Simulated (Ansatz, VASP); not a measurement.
**Two plane-wave programs on PbS**

The input INCAR:

```
SYSTEM = PbS
ALGO = Normal ; EDIFF = 1E-6
EDIFFG = -0.01 ; ENCUT = 600
GGA = RE ; IBRION = 2
ISIF = 3 ; ISMEAR = -1
IVDW = 13 ; LASPH = .TRUE.
LCHARG = .FALSE. ; LREAL = .FALSE.
LWAVE = .FALSE. ; NELM = 80
NSW = 60 ; PREC = Accurate
SIGMA = 0.05
```

Contents of KPOINTS:

```
k-points
0
G
  8 8 7
  0 0 0
```

The input POSCAR:

```
PbS
1.0
    4.0896976867      0.0000000000      0.0000000000
   -2.0448488433      3.5417820905      0.0000000000
    0.0000000000      0.0000000000      3.7881670000
Pb S
1 1
Direct
    0.0000000000      0.0000000000      0.0000000000
    0.6666666667      0.3333333333      0.5000000000
```

File input.yaml:

```yaml
crystal:
  lattice:
    - [4.0896976867, 0.0, 0.0]
    - [-2.0448488433, 3.5417820905, 0.0]
    - [0.0, 0.0, 3.788167]
  atoms:
    - { symbol: Pb, position: [0.0, 0.0, 0.0] }
    - { symbol: S, position: [0.6666666667, 0.3333333333, 0.5] }
hamiltonian:
  xc: revpbe
  pseudopotentials: { kind: paw }
  dispersion: d4
kpoints:
  mp_grid: { grid: [8, 8, 7] }
scf:
  occupations: { method: fermi_dirac, width: 0.05 }
output:
  forces: true
  stress: true
  eigenvalues: true
relax:
  f_tol: 0.01
  max_steps: 40
  cell: { stress_tol: 0.05 }
```

Alike in both runs: task relaxation of cell and atoms; functional revPBE; dispersion D4; k mesh 8 × 8 × 7; occupations fermi-dirac, width 0.05 eV; no spin polarisation.

```csv
,VASP,Ansatz
version,VASP 6.6.1,Ansatz 0.2.0
potentials or method,"VASP PAW PBE potentials, release 64 (Pb_d, S)",Ansatz PAW
plane-wave cutoff (eV),600,420
valence electrons in the cell,20,20
```

```tsv
	VASP	Ansatz	Ansatz less VASP
gap on the k mesh at the Fermi level, each at its own relaxed structure (eV)	0.07	0.06	-0.004
relaxed volume (Å³/atom)	26.31	26.31	+0.002
relaxed cell length with the largest relative difference (Å)	3.780	3.781	+0.0003
```

VASP's potentials were made for PBE, not for revPBE.

Spin-orbit coupling is off throughout. Noted on Ansatz's run: odd divisions of the mesh miss points on the zone boundary, where band edges often lie, so the gap on the mesh can be too wide; the plane-wave basis is chosen anew once the cell has moved, so the energies of steps on either side of that aren't comparable.
